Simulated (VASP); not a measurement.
# AlN in VASP: notebook

Runs on AlN. Level: PBE. Tasks: single point.

All numbers are computed with VASP 6.6.1; they aren't measurements. Logs are shortened: lines on timing, memory, paths and dates and some standing lists are left out, and cuts for length are marked.

## 1. The cell of the first run

The typed cell holds 4 atoms: a = 3.113 Å, b = 3.113 Å, c = 5.393 Å, α = 73.22°, β = 73.22°, γ = 60.00°.

## 2. Single point, PBE (mode 4 frozen in at -0.051 Å and mode 10 at +0.030 Å (largest displacements))

INCAR reads:

```
ALGO = Normal ; EDIFF = 1E-7
ENCUT = 520 ; GGA = PE
ISIF = 2 ; ISMEAR = 0
LASPH = True ; LCHARG = False
LREAL = False ; LWAVE = False
NBANDS = 16 ; NELM = 80
PREC = Accurate ; SIGMA = 0.05
```

KPOINTS reads:

```
k-points
0
Gamma
  6 6 6
```

POSCAR reads:

```
AlN
1.0
    0.0000000000     -2.2015682416     -2.2015682416
   -2.2015682416      0.0000000000     -2.2015682416
    2.2015682416      2.2015682416     -4.4031364832
Al N
2 2
Direct
   -0.0022895669      0.0198622070      0.0017685100
    0.5058265870      0.4836748131      0.5017685100
    0.3679570960      0.3878062021      0.8715933375
    0.8752295790      0.8553804728      0.3715933375
```

Potentials or basis: VASP PAW PBE potentials, release 64 (Al, N).

On the command line:

```sh
$ cat potpaw_PBE.64/Al/POTCAR potpaw_PBE.64/N/POTCAR > POTCAR
$ mpirun -np 1 vasp_std > vasp.out
```

OUTCAR:

```text
EDIFF = 1E-7
   ENCUT = 520
   GGA = PE
   ISIF = 2
   ISMEAR = 0
   LASPH = True
   LREAL = False
   NELM = 80
   PREC = Accurate

 ion  position               nearest neighbor table
   1  0.998  0.020  0.002-   3 1.88   4 1.88   3 1.93   3 1.94   2 3.06   2 3.07   2 3.10   2 3.13
                             2 3.16   2 3.17
   2  0.506  0.484  0.502-   3 1.88   4 1.88   4 1.93   4 1.93   1 3.06   1 3.07   1 3.10   1 3.13
                             1 3.16   1 3.17
   3  0.368  0.388  0.872-   1 1.88   2 1.88   1 1.93   1 1.94
   4  0.875  0.855  0.372-   2 1.88   1 1.88   2 1.93   2 1.93

  LATTYP: Found a trigonal (rhomboedric) cell.
 ALAT       =     5.3927188258
 COS(alpha) =     0.8333333333

  Lattice vectors:

 A1 = (   2.2015682416,   4.4031364832,  -2.2015682416)
 A2 = (   4.4031364832,   2.2015682416,  -2.2015682416)
 A3 = (   2.2015682416,   2.2015682416,  -4.4031364832)

Analysis of symmetry for initial positions (statically):
=====================================================================
 Subroutine PRICEL returns:
 Original cell was already a primitive cell.

 Routine SETGRP: Setting up the symmetry group for a
 trigonal (rhombohedral) supercell.

 Subroutine GETGRP returns: Found  1 space group operations
 (whereof  1 operations were pure point group operations)
 out of a pool of 12 trial point group operations.

The static configuration has the point symmetry C_1 .

Analysis of symmetry for dynamics (positions and initial velocities):
=====================================================================
 Subroutine PRICEL returns:
 Original cell was already a primitive cell.

 Routine SETGRP: Setting up the symmetry group for a
 trigonal (rhombohedral) supercell.

 Subroutine GETGRP returns: Found  1 space group operations
 (whereof  1 operations were pure point group operations)
 out of a pool of 12 trial point group operations.

The dynamic configuration has the point symmetry C_1 .

 Subroutine INISYM returns: Found  1 space group operations
 (whereof  1 operations are pure point group operations),
 and found     1 'primitive' translations

----------------------------------------------------------------------------------------

                                     Primitive cell

  volume of cell :      42.6831

  direct lattice vectors                    reciprocal lattice vectors
     0.000000000 -2.201568242 -2.201568242     0.113555417 -0.340666251 -0.113555417
    -2.201568242  0.000000000 -2.201568242    -0.340666251  0.113555417 -0.113555417
     2.201568242  2.201568242 -4.403136483     0.113555417  0.113555417 -0.113555417

  length of vectors
     3.113487666  3.113487666  5.392718826     0.376620712  0.376620712  0.196683752

  position of ions in fractional coordinates (direct lattice)
     0.997710433  0.019862207  0.001768510
     0.505826587  0.483674813  0.501768510
     0.367957096  0.387806202  0.871593338
     0.875229579  0.855380473  0.371593338

  ion indices of the primitive-cell ions
   primitive index   ion index
                 1           1
                 2           2
                 3           3
                 4           4

----------------------------------------------------------------------------------------

 KPOINTS: k-points

Automatic generation of k-mesh.
 Grid dimensions read from file:
 generate k-points for:    6    6    6

 Generating k-lattice:

  Cartesian coordinates                     Fractional coordinates (reciprocal lattice)
     0.018925903 -0.056777709 -0.018925903     0.166666667  0.000000000  0.000000000
    -0.056777709  0.018925903 -0.018925903     0.000000000  0.166666667  0.000000000
     0.018925903  0.018925903 -0.018925903     0.000000000  0.000000000  0.166666667

  Length of vectors
     0.062770119  0.062770119  0.032780625

  Shift w.r.t. Gamma in fractional coordinates (k-lattice)
     0.000000000  0.000000000  0.000000000

 Subroutine IBZKPT returns following result:
 ===========================================

 Found    112 irreducible k-points:

 Following reciprocal coordinates:
            Coordinates               Weight
  0.000000  0.000000  0.000000      1.000000
  0.166667  0.000000 -0.000000      2.000000
  0.000000  0.166667 -0.000000      2.000000
 -0.166667 -0.166667 -0.166667      2.000000
  0.333333  0.000000  0.000000      2.000000
  0.000000  0.333333  0.000000      2.000000
[... 16 lines left out ...]
 -0.166667  0.500000 -0.000000      2.000000
 -0.333333  0.500000  0.500000      2.000000
 [... further k-points ...]
   k-points           NKPTS =    112   k-points in BZ     NKDIM =    112   number of bands    NBANDS=     16
   number of dos      NEDOS =    301   number of ions     NIONS =      4
   total plane-waves  NPLWV =  23040
   dimension x,y,z NGX =    24 NGY =   24 NGZ =   40
   dimension x,y,z NGXF=    48 NGYF=   48 NGZF=   80
   ions per type =               2   2
   NGX,Y,Z   is equivalent  to a cutoff of  12.81, 12.81, 12.33 a.u.
   NGXF,Y,Z  is equivalent  to a cutoff of  25.63, 25.63, 24.66 a.u.
 SYSTEM =  unknown system
   PREC   = accura    normal or accurate (medium, high low for compatibility)
   ISTART =      0    job   : 0-new  1-cont  2-samecut
   ICHARG =      2    charge: 1-file 2-atom 10-const
   ISPIN  =      1    spin polarized calculation?
   LNONCOLLINEAR =      F non collinear calculations
   LSORBIT =      F    spin-orbit coupling
   LASPH  =      T    aspherical Exc in radial PAW
   ENCUT  =  520.0 eV  38.22 Ry    6.18 a.u.   5.79  5.79 10.03*2*pi/ulx,y,z
   NELM   =     80;   NELMIN=  2; NELMDL= -5     # of ELM steps
   EDIFF  = 0.1E-06   stopping-criterion for ELM
   LREAL  =      F    real-space projection
   EDIFFG = 0.1E-05   stopping-criterion for IOM
   NSW    =      0    number of steps for IOM
   IBRION =     -1    ionic relax: 0-MD 1-quasi-New 2-CG
   NFREE  =      0    steps in history (QN), initial steepest desc. (CG)
   ISIF   =      2    stress and relaxation
   ISYM   =      2    0-nonsym 1-usesym 2-fastsym
   POTIM  = 0.5000    time-step for ionic-motion
   TEBEG  =    0.0;   TEEND  =   0.0 temperature during run
   PSTRESS=    0.0 pullay stress
   NELECT =      16.0000    total number of electrons
   NUPDOWN=      -1.0000    fix difference up-down
   EMIN   =  10.00;   EMAX   =-10.00  energy-range for DOS
   EFERMI =   0.00;   METHOD = LEGACY
   ISMEAR =     0;   SIGMA  =   0.05  broadening in eV -4-tet -1-fermi 0-gaus
   EFERMI_NEDOS =   21; number of points for ismear=-14 and -15
   IALGO  =     38    algorithm
   IMIX   =      4    mixing-type and parameters
     AMIX     =   0.40;   BMIX     =  1.00
     AMIX_MAG =   1.60;   BMIX_MAG =  1.00
  volume/ion in A,a.u.               =      10.67        72.01
  Fermi-wavevector in a.u.,A,eV,Ry     =   1.180400  2.230633 18.957611  1.393345
  Thomas-Fermi vector in A             =   2.316693
   LORBIT       =      0    0 simple, 1 ext, 2 COOP (PROOUT), +10 PAW based schemes
   GGA     = PE    functional components
   LHFCALC =     F    Hartree Fock is set to
   AEXX    =    0.0000 exact exchange contribution
   IVDW    =     0    specifies the selected vdW correction
   LEPSILON=     F    determine dielectric tensor
   LRPA    =     F    only Hartree local field effects (RPA)
 non-spin polarized calculation
 Gauss-broadening in eV      SIGMA  =   0.05
  energy-cutoff  :      520.00
  volume of cell :       42.68
 maximum number of plane-waves:      1168
   NGX = 11   NGY = 11   NGZ = 21

 number of electron      16.0000000 magnetization

 Free energy of the ion-electron system (eV)
  ---------------------------------------------------
  ext. energy  EPLUGINS =         0.00000000
  ---------------------------------------------------
  free energy    TOTEN  =       -29.64679162 eV

  energy without entropy =      -29.64679162  energy(sigma->0) =      -29.64679162

 E-fermi :   6.0750     XC(G=0): -10.8302

 val. band max:        5.8647077855   @ k =   0.0000   0.0000   0.0000
 cond. band min:       9.0516372377   @ k =   0.5000   0.0000   0.5000
 fundamental gap:      3.1869294522
 Fermi energy:         6.0750002934

 k-point     1 :       0.0000    0.0000    0.0000
  band No.  band energies     occupation
      1      -9.0951      2.00000
      2      -7.1095      2.00000
      3      -0.0422      2.00000
      4       5.2372      2.00000
      5       5.3728      2.00000
      6       5.6416      2.00000
[... 8 lines left out ...]
     15      18.0867      0.00000
     16      18.1182      0.00000

 k-point     2 :       0.1667    0.0000   -0.0000
  band No.  band energies     occupation
      1      -8.7394      2.00000
      2      -6.9376      2.00000
      3       0.4148      2.00000
      4       4.0441      2.00000
      5       4.2793      2.00000
      6       5.0368      2.00000
[... 8 lines left out ...]
     15      18.2545      0.00000
     16      18.5458      0.00000

 k-point     3 :       0.0000    0.1667   -0.0000
  band No.  band energies     occupation
      1      -8.7394      2.00000
      2      -6.9372      2.00000
      3       0.4141      2.00000
      4       4.0322      2.00000
      5       4.2831      2.00000
      6       5.0471      2.00000
[... 8 lines left out ...]
     15      18.2672      0.00000
     16      18.4446      0.00000

 k-point     4 :      -0.1667   -0.1667   -0.1667
  band No.  band energies     occupation
      1      -8.7386      2.00000
      2      -6.9361      2.00000
      3       0.4130      2.00000
      4       3.9641      2.00000
      5       4.2036      2.00000
      6       5.1360      2.00000
[... 8 lines left out ...]
     15      18.2974      0.00000
     16      18.4958      0.00000
[... 324 lines left out ...]
 k-point    22 :      -0.1667    0.3333   -0.1667
  band No.  band energies     occupation
      1      -7.0867      2.00000
      2      -6.6322      2.00000
      3       1.2178      2.00000
      4       1.5569      2.00000
      5       2.7812      2.00000
      6       3.4720      2.00000
[... 8 lines left out ...]
     15      18.5880      0.00000
     16      19.0795      0.00000

 k-point    23 :      -0.1667    0.5000   -0.0000
  band No.  band energies     occupation
      1      -7.0818      2.00000
      2      -6.6340      2.00000
      3       1.2070      2.00000
      4       1.5021      2.00000
      5       2.8590      2.00000
      6       3.4751      2.00000
[... 8 lines left out ...]
     15      18.5391      0.00000
     16      19.0958      0.00000

 k-point    24 :      -0.3333    0.5000    0.5000
  band No.  band energies     occupation
      1      -7.0799      2.00000
      2      -6.6297      2.00000
      3       1.1444      2.00000
      4       1.4960      2.00000
      5       2.8598      2.00000
      6       3.4656      2.00000
[... 8 lines left out ...]
     15      18.5487      0.00000
     16      19.1134      0.00000

 [... further k-points ...]
[... 5 lines left out ...]
  --------------------------------------------------------------------------------------
  -------------------------------------------------------------------------------------
  Total       -0.0518874      0.0560534     -0.1024413      0.7307263      0.0011557      0.0024395
  in kB       -1.9476725      2.1040506     -3.8452913     27.4289308      0.0433794      0.0915702
  external PRESSURE =      -1.2296377 kB  Pullay stress =       0.0000000 kB

 VOLUME and BASIS-vectors are now :
 -----------------------------------------------------------------------------
  energy-cutoff  :      520.00
  volume of cell :       42.68
      direct lattice vectors                 reciprocal lattice vectors
     0.000000000 -2.201568242 -2.201568242     0.113555417 -0.340666251 -0.113555417
    -2.201568242  0.000000000 -2.201568242    -0.340666251  0.113555417 -0.113555417
     2.201568242  2.201568242 -4.403136483     0.113555417  0.113555417 -0.113555417

 POSITION                                       TOTAL-FORCE (eV/Angst)
 -----------------------------------------------------------------------------------
     -0.03983     -2.19263     -2.24804         0.207071     -0.016890      0.758453
      0.03983     -0.00893     -4.38781        -0.182311      0.042927      0.463485
      1.06509      1.10879     -5.50161         0.084391     -0.033812     -0.553363
     -1.06509     -1.10879     -5.44623        -0.109151      0.007775     -0.668575
 -----------------------------------------------------------------------------------
    total drift:                                0.000178      0.000224     -0.000077

  FREE ENERGIE OF THE ION-ELECTRON SYSTEM (eV)
  ---------------------------------------------------
  free  energy   TOTEN  =       -29.6467916212 eV

  energy  without entropy=      -29.6467916212  energy(sigma->0) =      -29.64679162
```

Wall time 66 s (1 thread of Intel Xeon Platinum 8259CL at 2.50GHz (Skylake/Cascade Lake), shared host); peak memory 0.19 GiB.

Results:

* Free energy: -29.6468 eV
* Pressure: -0.1 GPa
* Largest force: 0.786 eV/Å
* Band gap on the k mesh: 3.19 eV

Forces on the atoms (eV/Å):
```
Al   0.207 -0.017  0.758
Al  -0.182  0.043  0.463
N    0.084 -0.034 -0.553
N   -0.109  0.008 -0.669
```

Stress tensor (GPa, compression positive):
```
-0.19  2.74  0.01
 2.74  0.21  0.00
 0.01  0.00 -0.38
```

Caveat: the cell differs from its parent crystal (mode 4 frozen in at -0.051 Å and mode 10 at +0.030 Å (largest displacements)). A k mesh can miss the band edges.

## 3. Single point, PBE (mode 4 frozen in at -0.051 Å and mode 10 at -0.060 Å (largest displacements))

INCAR reads:

```
SYSTEM = AlN
  PREC = Accurate
  ENCUT = 520
  EDIFF = 1E-7
  ISMEAR = 0
  SIGMA = 0.05
  LREAL = .False.
  LASPH = .True.
  NELM = 80
  ALGO = Normal
  ISIF = 2
  LWAVE = .False.
  LCHARG = .True.
  GGA = PE
  LELF = .True.
  LVHAR = .True.
  NBANDS = 16
```

KPOINTS reads:

```
Automatic mesh
0
Gamma
  6 6 6
  0 0 0
```

POSCAR reads:

```
AlN
1.0
    0.0000000000     -2.2015682416     -2.2015682416
   -2.2015682416      0.0000000000     -2.2015682416
    2.2015682416      2.2015682416     -4.4031364832
Al N
2 2
Direct
   -0.0075950970      0.0145566768     -0.0035370201
    0.5005210568      0.4783692830      0.4964629799
    0.3781770835      0.3980261897      0.8818133250
    0.8854495666      0.8656004604      0.3818133250
```

Potentials or basis: VASP PAW PBE potentials, release 64 (Al, N).

On the command line:

```sh
$ cat potpaw_PBE.64/Al/POTCAR potpaw_PBE.64/N/POTCAR > POTCAR
$ mpirun -np 1 vasp_std > vasp.out
```

It took 60 s on 1 thread of Intel Xeon Platinum 8259CL at 2.50GHz (Skylake/Cascade Lake), shared host; peak memory 0.2 GiB.

Results (log left out):

| Quantity | Value |
| --- | --- |
| Free energy | -29.5596 eV |
| Pressure | 0.6 GPa |
| Largest force | 1.423 eV/Å |
| Band gap on the k mesh | 3.06 eV |

Forces on the atoms (eV/Å):
```
Al   0.223 -0.064 -1.081
Al  -0.214  0.073 -1.405
N    0.086 -0.017  1.337
N   -0.094  0.008  1.149
```

Stress tensor (GPa, compression positive):
```
 0.93 -5.51 -0.05
-5.51  1.34 -0.05
-0.05 -0.05 -0.34
```

Levels at points of the mesh, in eV from the valence-band top:
| k point | band 4 | band 5 | band 6 | band 7 | band 8 | band 9 | band 10 | band 11 | band 12 | band 13 |
| --- | --- | --- | --- | --- | --- | --- | --- | --- | --- | --- |
| (0.00, 0.00, 0.00) | -0.94 | -0.64 | -0.48 | -0.23 | 0.00 | 3.72 | 6.94 | 9.46 | 10.63 | 10.83 |
| (0.50, 0.00, 0.00) | -5.01 | -2.45 | -2.40 | -1.40 | -1.38 | 5.51 | 5.56 | 9.46 | 9.59 | 11.43 |
| (0.00, 0.50, 0.00) | -4.94 | -2.53 | -2.30 | -1.41 | -1.38 | 5.50 | 5.56 | 9.32 | 9.82 | 11.26 |
| (0.50, 0.50, 0.50) | -4.82 | -2.53 | -2.34 | -1.62 | -1.59 | 5.56 | 5.62 | 9.44 | 9.82 | 11.34 |
| (0.50, 0.50, 0.00) | -5.06 | -2.16 | -1.83 | -0.94 | -0.63 | 3.08 | 6.93 | 8.22 | 9.49 | 10.60 |
| (0.00, 0.50, 0.50) | -5.08 | -1.98 | -1.97 | -0.77 | -0.51 | 3.07 | 6.85 | 8.15 | 9.40 | 10.65 |
| (0.50, 0.00, 0.50) | -5.07 | -1.98 | -1.96 | -0.77 | -0.50 | 3.06 | 6.83 | 8.18 | 9.38 | 10.64 |
| (0.00, 0.00, 0.50) | -3.37 | -0.77 | -0.69 | -0.44 | -0.36 | 6.03 | 6.05 | 10.45 | 10.49 | 11.59 |

Caveat: the cell differs from its parent crystal (mode 4 frozen in at -0.051 Å and mode 10 at -0.060 Å (largest displacements)); forces of over 1 eV/Å act on the atoms, so gaps and moduli don't describe the material at rest. A k mesh can miss the band edges.

## 4. Single point, PBE

INCAR reads:

```
SYSTEM = AlN
PREC = Accurate ; ENCUT = 520
EDIFF = 1E-6 ; ISMEAR = 0
SIGMA = 0.05 ; LREAL = .False.
LASPH = .True. ; NELM = 60
ALGO = Normal ; ISIF = 2
LWAVE = .False. ; LCHARG = .True.
GGA = PE ; LELF = .True.
LVHAR = .True. ; NBANDS = 16
```

KPOINTS reads:

```
regular mesh
0
Gamma
  6 6 6
  0 0 0
```

POSCAR reads:

```
AlN
1.0
    0.0000000000     -2.2015682416     -2.2015682416
   -2.2015682416      0.0000000000     -2.2015682416
    2.2015682416      2.2015682416     -4.4031364832
Al N
2 2
Direct
    0.0000000000      0.0000000000      0.0000000000
    0.5000000000      0.5000000000      0.5000000000
    0.3750000000      0.3750000000      0.8750000000
    0.8750000000      0.8750000000      0.3750000000
```

On the command line:

```sh
$ cat potpaw_PBE.64/Al/POTCAR potpaw_PBE.64/N/POTCAR > POTCAR
$ mpirun -np 1 vasp_std > vasp.out
```

Run time: 14 s. Hardware: 1 thread of Intel Xeon Platinum 8488C (Sapphire Rapids), shared host; peak memory 0.16 GiB.

The run converged. Its results:

| Item | Value |
| --- | --- |
| Free energy | -29.6931 eV |
| Pressure | -0.3 GPa |
| Band gap on the k mesh | 3.30 eV |

Levels at points of the mesh, in eV from the valence-band top:
| k point | band 5 | band 6 | band 7 | band 8 | band 9 | band 10 | band 11 | band 12 |
| --- | --- | --- | --- | --- | --- | --- | --- | --- |
| (0.00, 0.00, 0.00) | -0.48 | 0.00 | 0.00 | 0.00 | 3.98 | 7.16 | 9.70 | 11.00 |
| (0.50, 0.00, 0.00) | -2.30 | -2.30 | -1.18 | -1.18 | 5.82 | 5.82 | 9.79 | 9.79 |
| (0.50, 0.50, 0.00) | -1.75 | -1.75 | -0.48 | -0.48 | 3.30 | 7.16 | 8.47 | 9.70 |
| (0.00, 0.00, 0.50) | -0.25 | -0.25 | -0.25 | -0.25 | 6.25 | 6.25 | 10.75 | 10.75 |

A k mesh can miss the band edges.

(Continued in part 2 of 2.)
